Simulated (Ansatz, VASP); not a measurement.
Two plane-wave programs on CsPbCl3

The input INCAR:

```
ALGO = Normal
EDIFF = 1E-7
ENCUT = 520
GGA = PS
ISIF = 2
ISMEAR = 0
LASPH = T
LCHARG = F
LREAL = F
LWAVE = F
NBANDS = 30
NELM = 60
PREC = Accurate
SIGMA = 0.05
```

File KPOINTS:

```
k-points
0
Gamma
  6 6 6
```

File POSCAR:

```
CsPbCl3
1.0
    5.3247500000      0.0000000000      0.0000000000
    0.0000000000      5.3247500000      0.0000000000
    0.0000000000      0.0000000000      5.8852500000
Cs Pb Cl
1 1 3
Direct
    0.0000000000      0.0000000000      0.0000000000
    0.5000000000      0.5000000000      0.5000000000
    0.0000000000      0.5000000000      0.5000000000
    0.5000000000      0.0000000000      0.5000000000
    0.5000000000      0.5000000000      0.0000000000
```

Input for Ansatz:

```yaml
crystal:
  lattice:
    - [5.32475, 0.0, 0.0]
    - [0.0, 5.32475, 0.0]
    - [0.0, 0.0, 5.88525]
  atoms:
    - { symbol: Cs, position: [0.0, 0.0, 0.0] }
    - { symbol: Pb, position: [0.5, 0.5, 0.5] }
    - { symbol: Cl, position: [0.0, 0.5, 0.5] }
    - { symbol: Cl, position: [0.5, 0.0, 0.5] }
    - { symbol: Cl, position: [0.5, 0.5, 0.0] }
basis:
  ecutwfc: 420
kpoints:
  mp_grid: { grid: [6, 6, 6] }
hamiltonian:
  xc: pbesol
scf:
  occupations: { method: gaussian, width: 0.05 }
output:
  forces: true
  stress: true
  eigenvalues: true
```

Change from the starting cell: strain -0.050 along x and y, +0.050 along z, atoms carried along.

Alike in both runs: task single point; functional PBEsol; k mesh 6 × 6 × 6; occupations gaussian, width 0.05 eV; no spin polarisation.

```csv
,VASP,Ansatz
version,VASP 6.6.1,Ansatz 0.2.0
potentials or method,"VASP PAW PBE potentials, release 64 (Cs_sv, Pb_d, Cl), cutoff 520 eV","scalar-relativistic, plane waves, PAW"
valence electrons in the cell,44,44
```

|  | VASP | Ansatz | Ansatz less VASP |
| --- | --- | --- | --- |
| gap on the k mesh at the Fermi level (eV) | 0.91 | 0.91 | -0.005 |
| least direct gap on the mesh (eV) | 0.91 | 0.91 | -0.005 |
| pressure (GPa) | 2.4 | 2.4 | +0.03 |
| traceless stress, the component that is largest in VASP (GPa) | -3.89 | -3.89 | +0.008 |

VASP's potentials were made for PBE, not for PBEsol.

Neither program's run includes spin-orbit coupling.
